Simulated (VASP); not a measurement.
A run of VASP 6.6.1:

POSCAR

```
BN
1.0
    0.0000000000      1.8080000000      1.8080000000
    1.8080000000      0.0000000000      1.8080000000
    1.8080000000      1.8080000000      0.0000000000
B N
1 1
Direct
    0.0000000000      0.0000000000      0.0000000000
    0.2500000000      0.2500000000      0.2500000000
```

Contents of INCAR.step1:

```
ALGO = Normal
EDIFF = 1E-8
ENCUT = 500
GGA = PE
ISMEAR = 0
LASPH = True
LCHARG = False
LREAL = False
LWAVE = True
NELM = 100
PREC = Accurate
SIGMA = 0.01
```

File INCAR.step2:

```
ALGO = Exact
EDIFF = 1E-8
ENCUT = 500
GGA = PE
ISMEAR = 0
ISTART = 1
LASPH = True
LCHARG = False
LOPTICS = True
LREAL = False
LWAVE = True
NBANDS = 85
NELM = 1
PREC = Accurate
SIGMA = 0.01
```

Contents of INCAR.step3:

```
ALGO = EVGW0
EDIFF = 1E-8
ENCUT = 500
ENCUTGW = 143.3
GGA = PE
ISMEAR = 0
ISTART = 1
LASPH = True
LCHARG = False
LREAL = False
LWAVE = False
NBANDS = 85
NBANDSGW = 12
NELMGW = 1
NOMEGA = 48
PREC = Accurate
PRECFOCK = Fast
SIGMA = 0.01
```

Contents of KPOINTS:

```
k-points
0
Gamma
  2 2 2
```

Potentials or basis: VASP PAW PBE potentials, release 64 (B_GW, N_GW).

Launch:

```sh
$ cat potpaw_PBE.64/B_GW/POTCAR potpaw_PBE.64/N_GW/POTCAR > POTCAR
$ cp INCAR.step1 INCAR
$ mpirun -np 1 vasp_std > vasp.out
$ cp INCAR.step2 INCAR
$ mpirun -np 1 vasp_std > vasp.out
$ cp INCAR.step3 INCAR
$ mpirun -np 1 vasp_std > vasp.out
```

Hardware: 1 thread of Intel(R) Xeon(R) Platinum 8488C (Sapphire Rapids), on a shared host.

Q: How long does it take, and how much memory?

A: Run time: 5.9 s on 1 thread of Intel(R) Xeon(R) Platinum 8488C (Sapphire Rapids) (shared host), peak memory 0.12 GiB. Counts: k points 3.
